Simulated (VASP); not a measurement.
A run of VASP 6.6.1 is set up as follows.

File INCAR:

```
  PREC = Accurate
  ENCUT = 520
  EDIFF = 1E-8
  ISMEAR = 0
  SIGMA = 0.01
  LREAL = False
  LASPH = True
  NELM = 120
  ALGO = Normal
  ISIF = 2
  LWAVE = False
  LCHARG = False
  GGA = PE
  LEPSILON = True
  GGA_COMPAT = False
```

The input KPOINTS:

```
Automatic mesh
0
Gamma
  8 8 4
```

Contents of POSCAR:

```
F
1.0
    2.4728542882     -1.6104303596      0.0000000000
    2.4728542882      1.6104303596      0.0000000000
    0.0000000000      0.0000000000      6.5449700122
F
4
Direct
    0.9054155717      0.0945844283      0.0963912690
    0.5945844283      0.4054155717      0.5963912690
    0.4054155717      0.5945844283      0.4036087310
    0.0945844283      0.9054155717      0.9036087310
```

Potentials or basis: VASP PAW PBE potentials, release 64 (F).

Launch:

```sh
$ cat potpaw_PBE.64/F/POTCAR > POTCAR
$ mpirun -np 1 vasp_std > vasp.out
```

(1) What does it give for the electronic dielectric tensor (diagonal)?

(2) What does it give for the Born charges (mean of the diagonal)?

(3) Estimate the band gap on the k mesh.

Answers

(1) 1.60, 1.85, 2.64.

(2) F +0.00 e.

(3) 2.87 eV.
